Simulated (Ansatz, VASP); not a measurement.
# WS2: VASP beside Ansatz

Contents of INCAR:

```
PREC = Accurate
ENCUT = 520
EDIFF = 1E-6
ISMEAR = 0
SIGMA = 0.02
LREAL = False
LASPH = True
NELM = 60
ALGO = Normal
ISIF = 2
LWAVE = False
LCHARG = True
GGA = PS
LELF = True
LVHAR = True
NBANDS = 35
```

Contents of KPOINTS:

```
Automatic mesh
0
Gamma
  9 9 2
```

Contents of POSCAR:

```
WS2
1.0
    3.1832085602      0.0000000000      0.0000000000
   -1.5916042801      2.7567394786      0.0000000000
    0.0000000000      0.0000000000     23.6687632500
W S
2 4
Direct
    0.6666666667      0.3333333333      0.3626824600
    0.3333333333      0.6666666667      0.6373175400
    0.6666666667      0.3333333333      0.7031838900
    0.3333333333      0.6666666667      0.4285581700
    0.6666666667      0.3333333333      0.5714418300
    0.3333333333      0.6666666667      0.2968161100
```

Input for Ansatz:

```yaml
crystal:
  lattice:
    - [3.1832085602, 0.0, 0.0]
    - [-1.5916042801, 2.7567394786, 0.0]
    - [0.0, 0.0, 23.66876325]
  atoms:
    - { symbol: W, position: [0.6666666667, 0.3333333333, 0.36268246] }
    - { symbol: W, position: [0.3333333333, 0.6666666667, 0.63731754] }
    - { symbol: S, position: [0.6666666667, 0.3333333333, 0.70318389] }
    - { symbol: S, position: [0.3333333333, 0.6666666667, 0.42855817] }
    - { symbol: S, position: [0.6666666667, 0.3333333333, 0.57144183] }
    - { symbol: S, position: [0.3333333333, 0.6666666667, 0.29681611] }
hamiltonian:
  xc: pbesol
  pseudopotentials: { kind: paw }
kpoints:
  mp_grid: { grid: [9, 9, 2] }
scf:
  occupations: { method: gaussian, width: 0.02 }
  convergence: { dr2_threshold: 1.0e-11 }
basis:
  ecutwfc: 600
output:
  forces: true
```

Alike in both runs: task single point; functional PBEsol; k mesh 9 × 9 × 2; occupations gaussian, width 0.02 eV; no spin polarisation.

```csv
,VASP,Ansatz
version,VASP 6.6.1,Ansatz 0.2.0
potentials or method,"VASP PAW PBE potentials, release 64 (W_sv, S), cutoff 520 eV","scalar-relativistic, plane waves, PAW"
valence electrons in the cell,52,52
```

```tsv
	VASP	Ansatz	Ansatz less VASP
rms of the force components (eV/Å)	0.038	0.048	+0.0101
```

VASP's potentials were made for PBE, not for PBEsol. Atom by atom the forces differ by 0.010 eV/Å (rms over components).

Spin-orbit coupling is off throughout.
